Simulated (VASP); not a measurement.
# Na2Cl (P2/m) in VASP: single point with PBEsol

Aim: the single point of Na2Cl with PBEsol.

All numbers are computed with VASP 6.6.1; they aren't measurements. Logs are shortened: lines on timing, memory, paths and dates and some standing lists are left out, and cuts for length are marked.

### 1 The cell of the first run

Symmetry: P2/m, No. 10, monoclinic system. Conventional cell: a = 3.485 Å, b = 3.445 Å, c = 12.438 Å, α = 90.00°, β = 90.77°, γ = 90.00°. Within 3.9 Å of Na (site symmetry m) lie 4 Cl at 2.94 to 3.08 Å and 9 Na at 3.45 to 3.74 Å. Na (site symmetry 2/m) has 8 Cl at 2.95 to 3.03 Å and 6 Na at 3.45 to 3.48 Å within 3.9 Å. Within 4.6 Å of Na (site symmetry 2/m) lie 12 Na at 3.45 to 3.74 Å and 2 Cl at 4.50 Å. Cl (site symmetry m) has 8 Na at 2.94 to 3.08 Å and 5 Cl at 3.43 to 3.48 Å within 3.9 Å.

### 2 Single point, PBEsol (strained and its atoms moved)

The input, INCAR:

```
SYSTEM = Na2Cl
PREC = Accurate ; ENCUT = 520
EDIFF = 1E-6 ; ISMEAR = 0
SIGMA = 0.1 ; LREAL = .False.
LASPH = .True. ; NELM = 60
ALGO = Normal ; ISIF = 2
LWAVE = .False. ; LCHARG = .False.
GGA = PS ; NBANDS = 30
```

The input, KPOINTS:

```
Automatic mesh
0
Gamma
  10 10 4
  0 0 0
```

The input, POSCAR:

```
Na2Cl
1.0
    3.4848595574      0.0000000000      0.0236124243
    0.0000000000      3.4452091762      0.0000000000
    0.0836146914      0.0000000000     12.4373075626
Na Cl
4 2
Direct
   -0.0423299927      0.0000000000      0.2219379035
    0.0423299927      0.0000000000      0.7780620965
    0.0000000000      0.0000000000      0.5000000000
    0.5000000000      0.5000000000      0.0000000000
    0.4871715239      0.5000000000      0.3620965212
    0.5128284761      0.5000000000      0.6379034788
```

Potentials or basis: VASP PAW PBE potentials, release 64 (Na_pv, Cl).

The run is started by

```
$ cat potpaw_PBE.64/Na_pv/POTCAR potpaw_PBE.64/Cl/POTCAR > POTCAR
$ mpirun -np 1 vasp_std > vasp.out
```

OUTCAR:

```text
SYSTEM = Na2Cl
   PREC = Accurate
   ENCUT = 520
   EDIFF = 1E-6
   ISMEAR = 0
   LREAL = .False.
   LASPH = .True.
   NELM = 60
   ISIF = 2
   GGA = PS

 ion  position               nearest neighbor table
   1  0.958  0.000  0.222-
   2  0.042  0.000  0.778-
   3  0.000  0.000  0.500-
   4  0.500  0.500  0.000-
   5  0.487  0.500  0.362-
   6  0.513  0.500  0.638-

  LATTYP: Found a simple monoclinic cell.
 ALAT       =     3.4849395520
 B/A-ratio  =     0.9885994075
 C/A-ratio  =     3.5689539058
 COS(beta)  =    -0.0134979960

  Lattice vectors:

 A1 = (   3.4848595574,   0.0000000000,   0.0236124243)
 A2 = (   0.0000000000,  -3.4452091762,   0.0000000000)
 A3 = (  -0.0836146914,   0.0000000000, -12.4373075626)

Analysis of symmetry for initial positions (statically):
=====================================================================
 Subroutine PRICEL returns:
 Original cell was already a primitive cell.

 Routine SETGRP: Setting up the symmetry group for a
 simple monoclinic supercell.

 Subroutine GETGRP returns: Found  4 space group operations
 (whereof  4 operations were pure point group operations)
 out of a pool of  4 trial point group operations.

The static configuration has the point symmetry C_2h.

Analysis of symmetry for dynamics (positions and initial velocities):
=====================================================================
 Subroutine PRICEL returns:
 Original cell was already a primitive cell.

 Routine SETGRP: Setting up the symmetry group for a
 simple monoclinic supercell.

 Subroutine GETGRP returns: Found  4 space group operations
 (whereof  4 operations were pure point group operations)
 out of a pool of  4 trial point group operations.

The dynamic configuration has the point symmetry C_2h.

 Subroutine INISYM returns: Found  4 space group operations
 (whereof  4 operations are pure point group operations),
 and found     1 'primitive' translations

----------------------------------------------------------------------------------------

                                     Primitive cell

  volume of cell :     149.3164

  direct lattice vectors                    reciprocal lattice vectors
     3.484859557  0.000000000  0.023612424     0.286968682  0.000000000 -0.001929260
     0.000000000  3.445209176  0.000000000     0.000000000  0.290258138  0.000000000
     0.083614691  0.000000000 12.437307563    -0.000544815  0.000000000  0.080406917

  length of vectors
     3.484939552  3.445209176 12.437588626     0.286975167  0.290258138  0.080408763

  position of ions in fractional coordinates (direct lattice)
     0.957670007  0.000000000  0.221937903
     0.042329993  0.000000000  0.778062097
     0.000000000  0.000000000  0.500000000
     0.500000000  0.500000000  1.000000000
     0.487171524  0.500000000  0.362096521
     0.512828476  0.500000000  0.637903479

  ion indices of the primitive-cell ions
   primitive index   ion index
                 1           1
                 2           2
                 3           3
                 4           4
                 5           5
                 6           6

----------------------------------------------------------------------------------------

 KPOINTS: Automatic mesh

Automatic generation of k-mesh.
 Grid dimensions read from file:
 generate k-points for:   10   10    4

 Generating k-lattice:

  Cartesian coordinates                     Fractional coordinates (reciprocal lattice)
     0.028696868  0.000000000 -0.000192926     0.100000000  0.000000000  0.000000000
     0.000000000  0.029025814  0.000000000     0.000000000  0.100000000  0.000000000
    -0.000136204  0.000000000  0.020101729    -0.000000000  0.000000000  0.250000000

  Length of vectors
     0.028697517  0.029025814  0.020102191

  Shift w.r.t. Gamma in fractional coordinates (k-lattice)
     0.000000000  0.000000000  0.000000000

 Subroutine IBZKPT returns following result:
 ===========================================

 Found    132 irreducible k-points:

 Following reciprocal coordinates:
            Coordinates               Weight
  0.000000  0.000000  0.000000      1.000000
  0.100000  0.000000 -0.000000      2.000000
  0.200000  0.000000 -0.000000      2.000000
  0.300000  0.000000 -0.000000      2.000000
  0.400000  0.000000 -0.000000      2.000000
  0.500000  0.000000 -0.000000      1.000000
[... 16 lines left out ...]
  0.400000  0.300000 -0.000000      4.000000
  0.500000  0.300000 -0.000000      2.000000
 [... further k-points ...]
   k-points           NKPTS =    132   k-points in BZ     NKDIM =    132   number of bands    NBANDS=     30
   number of dos      NEDOS =    301   number of ions     NIONS =      6
   total plane-waves  NPLWV =  75264
   dimension x,y,z NGX =    28 NGY =   28 NGZ =   96
   dimension x,y,z NGXF=    56 NGYF=   56 NGZF=  192
   ions per type =               4   2
   NGX,Y,Z   is equivalent  to a cutoff of  13.36, 13.51, 12.83 a.u.
   NGXF,Y,Z  is equivalent  to a cutoff of  26.71, 27.02, 25.66 a.u.
 SYSTEM =  Na2Cl
   PREC   = accura    normal or accurate (medium, high low for compatibility)
   ISTART =      0    job   : 0-new  1-cont  2-samecut
   ICHARG =      2    charge: 1-file 2-atom 10-const
   ISPIN  =      1    spin polarized calculation?
   LNONCOLLINEAR =      F non collinear calculations
   LSORBIT =      F    spin-orbit coupling
   LASPH  =      T    aspherical Exc in radial PAW
   ENCUT  =  520.0 eV  38.22 Ry    6.18 a.u.   6.48  6.41 23.13*2*pi/ulx,y,z
   NELM   =     60;   NELMIN=  2; NELMDL= -5     # of ELM steps
   EDIFF  = 0.1E-05   stopping-criterion for ELM
   LREAL  =      F    real-space projection
   EDIFFG = 0.1E-04   stopping-criterion for IOM
   NSW    =      0    number of steps for IOM
   IBRION =     -1    ionic relax: 0-MD 1-quasi-New 2-CG
   NFREE  =      0    steps in history (QN), initial steepest desc. (CG)
   ISIF   =      2    stress and relaxation
   ISYM   =      2    0-nonsym 1-usesym 2-fastsym
   POTIM  = 0.5000    time-step for ionic-motion
   TEBEG  =    0.0;   TEEND  =   0.0 temperature during run
   PSTRESS=    0.0 pullay stress
   NELECT =      42.0000    total number of electrons
   NUPDOWN=      -1.0000    fix difference up-down
   EMIN   =  10.00;   EMAX   =-10.00  energy-range for DOS
   EFERMI =   0.00;   METHOD = LEGACY
   ISMEAR =     0;   SIGMA  =   0.10  broadening in eV -4-tet -1-fermi 0-gaus
   EFERMI_NEDOS =   21; number of points for ismear=-14 and -15
   IALGO  =     38    algorithm
   IMIX   =      4    mixing-type and parameters
     AMIX     =   0.40;   BMIX     =  1.00
     AMIX_MAG =   1.60;   BMIX_MAG =  1.00
  volume/ion in A,a.u.               =      24.89       167.94
  Fermi-wavevector in a.u.,A,eV,Ry     =   1.072644  2.027002 15.654377  1.150564
  Thomas-Fermi vector in A             =   2.208420
   LORBIT       =      0    0 simple, 1 ext, 2 COOP (PROOUT), +10 PAW based schemes
   GGA     = PS    functional components
   LHFCALC =     F    Hartree Fock is set to
   AEXX    =    0.0000 exact exchange contribution
   IVDW    =     0    specifies the selected vdW correction
   LEPSILON=     F    determine dielectric tensor
   LRPA    =     F    only Hartree local field effects (RPA)
 non-spin polarized calculation
 Gauss-broadening in eV      SIGMA  =   0.10
  energy-cutoff  :      520.00
  volume of cell :      149.32
 maximum number of plane-waves:      4057
 NGX is ok and might be reduce to    28
   NGX = 13   NGY = 13   NGZ = 47

 number of electron      42.0000001 magnetization

 Free energy of the ion-electron system (eV)
  ---------------------------------------------------
  ext. energy  EPLUGINS =         0.00000000
  ---------------------------------------------------
  free energy    TOTEN  =       -15.97691771 eV

  energy without entropy =      -15.96861703  energy(sigma->0) =      -15.97276737

 E-fermi :   2.5781     XC(G=0):  -7.8831

 val. band max:        2.5747061366   @ k =   0.5000   0.1000  -0.0000
 cond. band min:       2.5854997225   @ k =   0.3000   0.1000   0.5000
 fundamental gap:      0.0107935859
 Fermi energy:         2.5780812885

 k-point     1 :       0.0000    0.0000    0.0000
  band No.  band energies     occupation
      1     -22.6490      2.00000
      2     -22.6191      2.00000
      3     -22.6176      2.00000
      4     -22.5549      2.00000
      5     -22.5532      2.00000
      6     -22.5479      2.00000
[... 22 lines left out ...]
     29       8.9763      0.00000
     30      10.3966      0.00000

 k-point     2 :       0.1000    0.0000   -0.0000
  band No.  band energies     occupation
      1     -22.6483      2.00000
      2     -22.6217      2.00000
      3     -22.6187      2.00000
      4     -22.5564      2.00000
      5     -22.5552      2.00000
      6     -22.5478      2.00000
[... 22 lines left out ...]
     29       9.0324      0.00000
     30       9.1105      0.00000

 k-point     3 :       0.2000    0.0000   -0.0000
  band No.  band energies     occupation
      1     -22.6466      2.00000
      2     -22.6322      2.00000
      3     -22.6178      2.00000
      4     -22.5643      2.00000
      5     -22.5638      2.00000
      6     -22.5488      2.00000
[... 22 lines left out ...]
     29       8.7842      0.00000
     30       9.1496      0.00000

 k-point     4 :       0.3000    0.0000   -0.0000
  band No.  band energies     occupation
      1     -22.6487      2.00000
      2     -22.6410      2.00000
      3     -22.6166      2.00000
      4     -22.5764      2.00000
      5     -22.5759      2.00000
      6     -22.5477      2.00000
[... 616 lines left out ...]
     29       7.8255      0.00000
     30       8.2959      0.00000

 k-point    23 :       0.4000    0.3000   -0.0000
  band No.  band energies     occupation
      1     -22.6524      2.00000
      2     -22.6440      2.00000
      3     -22.6361      2.00000
      4     -22.5818      2.00000
      5     -22.5816      2.00000
      6     -22.5728      2.00000
[... 22 lines left out ...]
     29       7.6651      0.00000
     30       8.3897      0.00000

 k-point    24 :       0.5000    0.3000   -0.0000
  band No.  band energies     occupation
      1     -22.6559      2.00000
      2     -22.6434      2.00000
      3     -22.6358      2.00000
      4     -22.5855      2.00000
      5     -22.5852      2.00000
      6     -22.5723      2.00000
[... 22 lines left out ...]
     29       7.8949      0.00000
     30       8.2564      0.00000

 [... further k-points ...]
[... 5 lines left out ...]
  --------------------------------------------------------------------------------------
  -------------------------------------------------------------------------------------
  Total        0.0988496      0.5755575      0.4707453      0.0000000      0.0000000      0.0321520
  in kB        1.0606646      6.1757798      5.0511365      0.0000000      0.0000000      0.3449933
  external PRESSURE =       4.0958603 kB  Pullay stress =       0.0000000 kB

 VOLUME and BASIS-vectors are now :
 -----------------------------------------------------------------------------
  energy-cutoff  :      520.00
  volume of cell :      149.32
      direct lattice vectors                 reciprocal lattice vectors
     3.484859557  0.000000000  0.023612424     0.286968682  0.000000000 -0.001929260
     0.000000000  3.445209176  0.000000000     0.000000000  0.290258138  0.000000000
     0.083614691  0.000000000 12.437307563    -0.000544815  0.000000000  0.080406917

 POSITION                                       TOTAL-FORCE (eV/Angst)
 -----------------------------------------------------------------------------------
      3.35590      0.00000      2.78292         0.037364      0.000000      0.276382
      0.21257      0.00000      9.67800        -0.037364      0.000000     -0.276382
      0.04181      0.00000      6.21865         0.000000      0.000000     -0.000000
      1.74243      1.72260      0.01181         0.000000      0.000000     -0.000000
      1.72800      1.72260      4.51501        -0.023852      0.000000     -0.129153
      1.84047      1.72260      7.94591         0.023852     -0.000000      0.129153
 -----------------------------------------------------------------------------------
    total drift:                                0.000000      0.000000      0.000000

  FREE ENERGIE OF THE ION-ELECTRON SYSTEM (eV)
  ---------------------------------------------------
  free  energy   TOTEN  =       -15.9769177064 eV

  energy  without entropy=      -15.9686170280  energy(sigma->0) =      -15.97276737
```

Wall time 7 min (1 thread of Intel Xeon Platinum 8175M at 2.50GHz (Skylake/Cascade Lake), shared host); peak memory 0.55 GiB.

Results:

- Free energy: -15.9769 eV
- Pressure: 0.4 GPa
- Largest force: 0.279 eV/Å
- Band gap on the k mesh: zero (bands 21 and 22 overlap by 3.53 eV)

Forces in eV/Å, atoms in the order of the input:
```
Na   0.037  0.000  0.276
Na  -0.037  0.000 -0.276
Na   0.000  0.000  0.000
Na   0.000  0.000  0.000
Cl  -0.024  0.000 -0.129
Cl   0.024  0.000  0.129
```

Stress tensor (GPa, compression positive):
```
0.11 0.00 0.03
0.00 0.62 0.00
0.03 0.00 0.51
```

Caveat: the cell differs from its parent crystal (strained and its atoms moved); the PAW data sets were made with another functional, which shifts forces and pressure a little.
